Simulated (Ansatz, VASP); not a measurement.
## C: VASP beside Ansatz

Contents of INCAR:

```
SYSTEM = C
ALGO     = Normal         ! electronic algorithm
EDIFF    = 1E-6           ! SCF threshold, eV
ENCUT    = 520            ! plane-wave cutoff, eV
ISIF     = 2              ! what is computed and relaxed
ISMEAR   = 0              ! smearing method
LASPH    = .True.         ! aspherical terms in the spheres
LCHARG   = .True.         ! write CHGCAR
LELF     = .True.         ! ELF
LREAL    = .False.        ! projectors in reciprocal space
LVHAR    = .True.       
LWAVE    = .False.        ! write WAVECAR
NBANDS   = 26             ! bands
NELM     = 60             ! most SCF steps
PREC     = Accurate       ! precision mode
SIGMA    = 0.05           ! smearing width, eV
```

KPOINTS

```
k-points
0
Gamma
  12 12 4
  0 0 0
```

The input POSCAR:

```
C
1.0
    2.4314921993      0.0000000000      0.0000000000
   -1.2157460996      2.1057340137      0.0000000000
    0.0000000000      0.0000000000      8.5978723127
C
8
Direct
    0.0000000000      0.0000000000      0.0856321665
    0.0000000000      0.0000000000      0.5856321665
    0.0000000000      0.0000000000      0.4143678335
    0.0000000000      0.0000000000      0.9143678335
    0.3333333333      0.6666666667      0.1612235000
    0.6666666667      0.3333333333      0.6612235000
    0.3333333333      0.6666666667      0.3387765000
    0.6666666667      0.3333333333      0.8387765000
```

Input for Ansatz:

```yaml
crystal:
  lattice:
    - [2.4314921993, 0.0, 0.0]
    - [-1.2157460996, 2.1057340137, 0.0]
    - [0.0, 0.0, 8.5978723127]
  atoms:
    - { symbol: C, position: [0.0, 0.0, 0.0856321665] }
    - { symbol: C, position: [0.0, 0.0, 0.5856321665] }
    - { symbol: C, position: [0.0, 0.0, 0.4143678335] }
    - { symbol: C, position: [0.0, 0.0, 0.9143678335] }
    - { symbol: C, position: [0.3333333333, 0.6666666667, 0.1612235] }
    - { symbol: C, position: [0.6666666667, 0.3333333333, 0.6612235] }
    - { symbol: C, position: [0.3333333333, 0.6666666667, 0.3387765] }
    - { symbol: C, position: [0.6666666667, 0.3333333333, 0.8387765] }
basis:
  ecutwfc: 520.0
kpoints:
  mp_grid: { grid: [12, 12, 4] }
hamiltonian:
  xc: lda
  pseudopotentials: { kind: paw, azcp: { folder: soft_1 } }
scf:
  occupations: { method: gaussian, width: 0.05 }
output:
  forces: true
  stress: true
  eigenvalues: true
```

Change from the starting cell: mode 21 frozen in at -0.060 Å, strain +e along z and -e/2 along x and y +0.0467.

Alike in both runs: task single point; functional LDA; k mesh 12 × 12 × 4; occupations gaussian, width 0.05 eV; no spin polarisation.

|  | VASP | Ansatz |
| --- | --- | --- |
| version | VASP 6.6.1 | Ansatz 0.2.0 |
| potentials or method | VASP PAW LDA potentials, release 64 (C), cutoff 520 eV | scalar-relativistic, plane waves, PAW |
| valence electrons in the cell | 32 | 32 |

```tsv
	VASP	Ansatz	Ansatz less VASP
gap on the k mesh at the Fermi level (eV)	2.42	2.43	+0.013
least direct gap on the mesh (eV)	4.19	4.18	-0.003
pressure (GPa)	2.2	0.5	-1.66
traceless stress, the component that is largest in VASP (GPa)	-57.36	-57.66	-0.291
rms of the force components (eV/Å)	2.446	2.447	+0.0003
```

Ansatz warns that its potentials were made for another functional, while VASP's fit it. LDA's correlation is that of Perdew and Zunger in VASP and of Perdew and Wang (1992) in Ansatz. Atom by atom the forces differ by 0.003 eV/Å (rms over components).
